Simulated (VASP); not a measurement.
# Si (Fd-3m) in VASP: a series of runs

Si is run at these levels: HSE06; tasks: single point.

All numbers are computed with VASP 6.6.1; they aren't measurements. Logs are shortened: lines on timing, memory, paths and dates and some standing lists are left out, and cuts for length are marked.

## Step 1: The cell of the first run

It takes space group Fd-3m (No. 227, cubic). The conventional cell has a = 5.608 Å, b = 5.608 Å, c = 5.608 Å, α = 90.00°, β = 90.00°, γ = 90.00°. Within 3.2 Å of Si (site symmetry -43m) lie 4 Si at 2.43 Å.

## Step 2: Single point, HSE06 (strain +3.0%)

POSCAR reads:

```
Si
1.0
    0.0000000000      2.8037824625      2.8037824625
    2.8037824625      0.0000000000      2.8037824625
    2.8037824625      2.8037824625      0.0000000000
Si
2
Direct
    0.0000000000      0.0000000000      0.0000000000
    0.2500000000      0.2500000000      0.2500000000
```

INCAR.step1 reads:

```
SYSTEM = Si
  PREC = Accurate
  ENCUT = 520
  EDIFF = 1E-5
  ISMEAR = 0
  SIGMA = 0.01
  LREAL = .FALSE.
  LASPH = .TRUE.
  NELM = 100
  ALGO = Normal
  ISIF = 2
  LWAVE = .TRUE.
  NBANDS = 11
  GGA = PE
```

INCAR.step2 reads:

```
SYSTEM = Si
  PREC = Accurate
  ENCUT = 520
  EDIFF = 1E-6
  ISMEAR = 0
  SIGMA = 0.01
  LREAL = .FALSE.
  LASPH = .TRUE.
  NELM = 100
  ALGO = Normal
  ISIF = 2
  LWAVE = .FALSE.
  LCHARG = .TRUE.
  GGA = PE
  LHFCALC = .TRUE.
  HFSCREEN = 0.2079
  PRECFOCK = Normal
  LELF = .TRUE.
  LVHAR = .TRUE.
  NBANDS = 11
  ISTART = 1
```

KPOINTS reads:

```
regular mesh
0
G
  6 6 6
  0 0 0
```

Potentials or basis: VASP PAW PBE potentials, release 64 (Si).

Launch:

```bash
$ cat potpaw_PBE.64/Si/POTCAR > POTCAR
$ cp INCAR.step1 INCAR
$ mpirun -np 1 vasp_std > vasp.out
$ cp INCAR.step2 INCAR
$ mpirun -np 1 vasp_std > vasp.out
```

OUTCAR:

```text
SYSTEM = Si
   PREC = Accurate
   ENCUT = 520
   EDIFF = 1E-6
   ISMEAR = 0
   LREAL = .FALSE.
   LASPH = .TRUE.
   NELM = 100
   ISIF = 2
   GGA = PE
   LHFCALC = .TRUE.
   HFSCREEN = 0.2079
   PRECFOCK = Normal
   ISTART = 1

 ion  position               nearest neighbor table
   1  0.000  0.000  0.000-   2 2.43   2 2.43   2 2.43   2 2.43
   2  0.250  0.250  0.250-   1 2.43   1 2.43   1 2.43   1 2.43

  LATTYP: Found a face centered cubic cell.
 ALAT       =     5.6075649250

  Lattice vectors:

 A1 = (   0.0000000000,   2.8037824625,   2.8037824625)
 A2 = (   2.8037824625,   0.0000000000,   2.8037824625)
 A3 = (   2.8037824625,   2.8037824625,   0.0000000000)

Analysis of symmetry for initial positions (statically):
=====================================================================
 Subroutine PRICEL returns:
 Original cell was already a primitive cell.

 Routine SETGRP: Setting up the symmetry group for a
 face centered cubic supercell.

 Subroutine GETGRP returns: Found 48 space group operations
 (whereof 24 operations were pure point group operations)
 out of a pool of 48 trial point group operations.

The static configuration has the point symmetry T_d .
 The point group associated with its full space group is O_h .

Analysis of symmetry for dynamics (positions and initial velocities):
=====================================================================
 Subroutine PRICEL returns:
 Original cell was already a primitive cell.

 Routine SETGRP: Setting up the symmetry group for a
 face centered cubic supercell.

 Subroutine GETGRP returns: Found 48 space group operations
 (whereof 24 operations were pure point group operations)
 out of a pool of 48 trial point group operations.

The dynamic configuration has the point symmetry T_d .
 The point group associated with its full space group is O_h .

 Subroutine INISYM returns: Found 48 space group operations
 (whereof 24 operations are pure point group operations),
 and found     1 'primitive' translations

----------------------------------------------------------------------------------------

                                     Primitive cell

  volume of cell :      44.0822

  direct lattice vectors                    reciprocal lattice vectors
     0.000000000  2.803782463  2.803782463    -0.178330526  0.178330526  0.178330526
     2.803782463  0.000000000  2.803782463     0.178330526 -0.178330526  0.178330526
     2.803782463  2.803782463  0.000000000     0.178330526  0.178330526 -0.178330526

  length of vectors
     3.965147184  3.965147184  3.965147184     0.308877531  0.308877531  0.308877531

  position of ions in fractional coordinates (direct lattice)
     0.000000000  0.000000000  0.000000000
     0.250000000  0.250000000  0.250000000

  ion indices of the primitive-cell ions
   primitive index   ion index
                 1           1
                 2           2

----------------------------------------------------------------------------------------

 KPOINTS: regular mesh

Automatic generation of k-mesh.
 Grid dimensions read from file:
 generate k-points for:    6    6    6

 Generating k-lattice:

  Cartesian coordinates                     Fractional coordinates (reciprocal lattice)
    -0.029721754  0.029721754  0.029721754     0.166666667  0.000000000  0.000000000
     0.029721754 -0.029721754  0.029721754     0.000000000  0.166666667  0.000000000
     0.029721754  0.029721754 -0.029721754     0.000000000  0.000000000  0.166666667

  Length of vectors
     0.051479588  0.051479588  0.051479588

  Shift w.r.t. Gamma in fractional coordinates (k-lattice)
     0.000000000  0.000000000  0.000000000

 Subroutine IBZKPT returns following result:
 ===========================================

 Found     16 irreducible k-points:

 Following reciprocal coordinates:
            Coordinates               Weight
  0.000000  0.000000  0.000000      1.000000
  0.166667  0.000000  0.000000      8.000000
  0.333333  0.000000  0.000000      8.000000
  0.500000  0.000000  0.000000      4.000000
  0.166667  0.166667  0.000000      6.000000
  0.333333  0.166667  0.000000     24.000000
[... 8 lines left out ...]
 -0.333333  0.333333  0.166667     24.000000
 -0.333333  0.500000  0.166667     12.000000
   k-points           NKPTS =     16   k-points in BZ     NKDIM =    216   number of bands    NBANDS=     11
   number of dos      NEDOS =    301   number of ions     NIONS =      2
   total plane-waves  NPLWV =  27000
   dimension x,y,z NGX =    30 NGY =   30 NGZ =   30
   dimension x,y,z NGXF=    60 NGYF=   60 NGZF=   60
   ions per type =               2
   NGX,Y,Z   is equivalent  to a cutoff of  12.58, 12.58, 12.58 a.u.
   NGXF,Y,Z  is equivalent  to a cutoff of  25.16, 25.16, 25.16 a.u.
 SYSTEM =  Si
   PREC   = accura    normal or accurate (medium, high low for compatibility)
   ISTART =      1    job   : 0-new  1-cont  2-samecut
   ICHARG =      0    charge: 1-file 2-atom 10-const
   ISPIN  =      1    spin polarized calculation?
   LNONCOLLINEAR =      F non collinear calculations
   LSORBIT =      F    spin-orbit coupling
   LASPH  =      T    aspherical Exc in radial PAW
   ENCUT  =  520.0 eV  38.22 Ry    6.18 a.u.   7.37  7.37  7.37*2*pi/ulx,y,z
   NELM   =    100;   NELMIN=  2; NELMDL=  0     # of ELM steps
   EDIFF  = 0.1E-05   stopping-criterion for ELM
   LREAL  =      F    real-space projection
   EDIFFG = 0.1E-04   stopping-criterion for IOM
   NSW    =      0    number of steps for IOM
   IBRION =     -1    ionic relax: 0-MD 1-quasi-New 2-CG
   NFREE  =      0    steps in history (QN), initial steepest desc. (CG)
   ISIF   =      2    stress and relaxation
   ISYM   =      3    0-nonsym 1-usesym 2-fastsym
   POTIM  = 0.5000    time-step for ionic-motion
   TEBEG  =    0.0;   TEEND  =   0.0 temperature during run
   PSTRESS=    0.0 pullay stress
   NELECT =       8.0000    total number of electrons
   NUPDOWN=      -1.0000    fix difference up-down
   EMIN   =  10.00;   EMAX   =-10.00  energy-range for DOS
   EFERMI =   0.00;   METHOD = LEGACY
   ISMEAR =     0;   SIGMA  =   0.01  broadening in eV -4-tet -1-fermi 0-gaus
   EFERMI_NEDOS =   21; number of points for ismear=-14 and -15
   IALGO  =     38    algorithm
   IMIX   =      1    mixing-type and parameters
     AMIX     =   0.40;   BMIX     =  1.00
     AMIX_MAG =   1.60;   BMIX_MAG =  1.00
  volume/ion in A,a.u.               =      22.04       148.74
  Fermi-wavevector in a.u.,A,eV,Ry     =   0.926866  1.751524 11.688513  0.859081
  Thomas-Fermi vector in A             =   2.052875
   LORBIT       =      0    0 simple, 1 ext, 2 COOP (PROOUT), +10 PAW based schemes
   GGA     = PE    functional components
   LHFCALC =     T    Hartree Fock is set to
   PRECFOCK=normal    Normal, Fast or Accurate (Low or Medium for compatibility)
   ENCUT4O =  -1.0   cutoff for four orbital integrals eV
   NKREDX  =     1    reduce k-point grid by
   NKREDY  =     1    reduce k-point grid by
   NKREDZ  =     1    reduce k-point grid by
   AEXX    =    0.2500 exact exchange contribution
   HFSCREEN=    0.2079 screening length (either q_TF or 0.3 A-1)
   HFSCREENC=   0.2079 screening length for correlation (either q_TF or 0.3 A-1)
   ENCUTFOCK=  -1.0 apply spherical cutoff to Coloumb kernel
   IVDW    =     0    specifies the selected vdW correction
   LEPSILON=     F    determine dielectric tensor
   LRPA    =     F    only Hartree local field effects (RPA)
 non-spin polarized calculation
 Gauss-broadening in eV      SIGMA  =   0.01
  energy-cutoff  :      520.00
  volume of cell :       44.08
 maximum number of plane-waves:      1243
 NGX is ok and might be reduce to    30
  NGX = 24; NGY = 24; NGZ = 24

 number of electron       7.9999999 magnetization

 Free energy of the ion-electron system (eV)
  ---------------------------------------------------
  ext. energy  EPLUGINS =         0.00000000
  ---------------------------------------------------
  free energy    TOTEN  =       -12.43080757 eV

  energy without entropy =      -12.43080757  energy(sigma->0) =      -12.43080757

 E-fermi :   4.6058     XC(G=0):  -7.5569

 val. band max:        4.5500181249   @ k =   0.0000   0.0000   0.0000
 cond. band min:       5.9808243442   @ k =   0.3333   0.3333   0.0000
 fundamental gap:      1.4308062193
 Fermi energy:         4.6058183232

 k-point     1 :       0.0000    0.0000    0.0000
  band No.  band energies     occupation
      1      -8.0532      2.00000
      2       4.5500      2.00000
      3       4.5500      2.00000
      4       4.5500      2.00000
      5       7.7065      0.00000
      6       7.8166      0.00000
      7       7.8166      0.00000
      8       7.8166      0.00000
      9      12.9428      0.00000
     10      13.2478      0.00000
     11      13.2478      0.00000

 k-point     2 :       0.1667    0.0000    0.0000
  band No.  band energies     occupation
      1      -7.6844      2.00000
      2       2.0599      2.00000
      3       4.1187      2.00000
      4       4.1187      2.00000
      5       7.2996      0.00000
      6       8.4494      0.00000
      7       8.4494      0.00000
      8      10.1546      0.00000
      9      12.5946      0.00000
     10      12.5946      0.00000
     11      14.1257      0.00000

 k-point     3 :       0.3333    0.0000    0.0000
  band No.  band energies     occupation
      1      -6.6534      2.00000
      2      -1.0310      2.00000
      3       3.5473      2.00000
      4       3.5473      2.00000
      5       6.6585      0.00000
      6       8.8294      0.00000
      7       8.8294      0.00000
      8      12.9751      0.00000
      9      13.4293      0.00000
     10      13.4293      0.00000
     11      14.0511      0.00000

 k-point     4 :       0.5000    0.0000    0.0000
  band No.  band energies     occupation
      1      -5.7127      2.00000
      2      -2.6994      2.00000
      3       3.3327      2.00000
      4       3.3327      2.00000
      5       6.4174      0.00000
      6       8.7057      0.00000
      7       8.7057      0.00000
      8      13.0188      0.00000
      9      16.0571      0.00000
     10      16.0571      0.00000
     11      16.2644      0.00000

 k-point     5 :       0.1667    0.1667    0.0000
  band No.  band energies     occupation
      1      -7.5583      2.00000
      2       2.2846      2.00000
      3       3.4059      2.00000
      4       3.4059      2.00000
      5       6.9423      0.00000
      6       9.2012      0.00000
      7       9.5429      0.00000
      8       9.5429      0.00000
      9      11.7205      0.00000
     10      13.7828      0.00000
     11      14.7373      0.00000
[... 99 lines left out ...]
 k-point    13 :       0.5000    0.5000    0.0000
  band No.  band energies     occupation
      1      -3.7994      2.00000
      2      -3.7994      2.00000
      3       1.6865      2.00000
      4       1.6865      2.00000
      5       6.0095      0.00000
      6       6.0095      0.00000
      7      15.1806      0.00000
      8      15.1806      0.00000
      9      16.4294      0.00000
     10      16.4294      0.00000
     11      17.7721      0.00000

 k-point    14 :       0.5000    0.3333    0.1667
  band No.  band energies     occupation
      1      -5.7185      2.00000
      2      -1.5224      2.00000
      3       1.0450      2.00000
      4       2.3067      2.00000
      5       8.0682      0.00000
      6       9.0063      0.00000
      7       9.3772      0.00000
      8      12.2839      0.00000
      9      14.2256      0.00000
     10      15.1204      0.00000
     11      18.0115      0.00000

 k-point    15 :      -0.3333    0.3333    0.1667
  band No.  band energies     occupation
      1      -4.7349      2.00000
      2      -2.7419      2.00000
      3       0.5850      2.00000
      4       1.8539      2.00000
      5       8.6605      0.00000
      6       8.6998      0.00000
      7      11.3684      0.00000
      8      11.7107      0.00000
      9      12.7833      0.00000
     10      16.3966      0.00000
     11      17.0811      0.00000

 k-point    16 :      -0.3333    0.5000    0.1667
  band No.  band energies     occupation
      1      -3.6955      2.00000
      2      -3.6955      2.00000
      3       0.9762      2.00000
      4       0.9762      2.00000
      5       7.9969      0.00000
      6       7.9969      0.00000
      7      11.9716      0.00000
      8      11.9716      0.00000
      9      15.8138      0.00000
     10      15.8138      0.00000
     11      18.0712      0.00000

------------------------ aborting loop because EDIFF is reached ----------------------------------------

  FORCE on cell =-STRESS in cart. coord.  units (eV):
  Direction    XX          YY          ZZ          XY          YZ          ZX
  --------------------------------------------------------------------------------------
  -------------------------------------------------------------------------------------
  Total       -2.1039693     -2.1039693     -2.1039693      0.0000000     -0.0000000      0.0000000
  in kB      -76.4692872    -76.4692872    -76.4692872      0.0000000     -0.0000000      0.0000000
  external PRESSURE =     -76.4692872 kB  Pullay stress =       0.0000000 kB

 VOLUME and BASIS-vectors are now :
 -----------------------------------------------------------------------------
  energy-cutoff  :      520.00
  volume of cell :       44.08
      direct lattice vectors                 reciprocal lattice vectors
     0.000000000  2.803782463  2.803782463    -0.178330526  0.178330526  0.178330526
     2.803782463  0.000000000  2.803782463     0.178330526 -0.178330526  0.178330526
     2.803782463  2.803782463  0.000000000     0.178330526  0.178330526 -0.178330526

 POSITION                                       TOTAL-FORCE (eV/Angst)
 -----------------------------------------------------------------------------------
      0.00000      0.00000      0.00000         0.000000      0.000000      0.000000
      1.40189      1.40189      1.40189        -0.000000     -0.000000     -0.000000
 -----------------------------------------------------------------------------------
    total drift:                                0.000000     -0.000000      0.000000

  FREE ENERGIE OF THE ION-ELECTRON SYSTEM (eV)
  ---------------------------------------------------
  free  energy   TOTEN  =       -12.4308075723 eV

  energy  without entropy=      -12.4308075723  energy(sigma->0) =      -12.43080757
```

Run time: 28 min. Hardware: 1 thread of AMD EPYC, shared host; peak memory 0.24 GiB.

What came out:

* Free energy: -12.4308 eV
* Pressure: -7.6 GPa
* Band gap on the k mesh: 1.43 eV (least direct gap 3.08 eV)

Levels at points of the mesh, in eV from the valence-band top:
```tsv
k point	band 1	band 2	band 3	band 4	band 5	band 6	band 7	band 8
(0.00, 0.00, 0.00)	-12.60	0.00	0.00	0.00	3.16	3.27	3.27	3.27
(0.50, 0.00, 0.00)	-10.26	-7.25	-1.22	-1.22	1.87	4.16	4.16	8.47
(0.50, 0.50, 0.00)	-8.35	-8.35	-2.86	-2.86	1.46	1.46	10.63	10.63
```

Caveat: the cell differs from its parent crystal (strain +3.0%); the cell stands under tension; the PAW data sets were made with another functional, which shifts forces and pressure a little. A k mesh can miss the band edges.

(Part 1 of 3 ends here.)
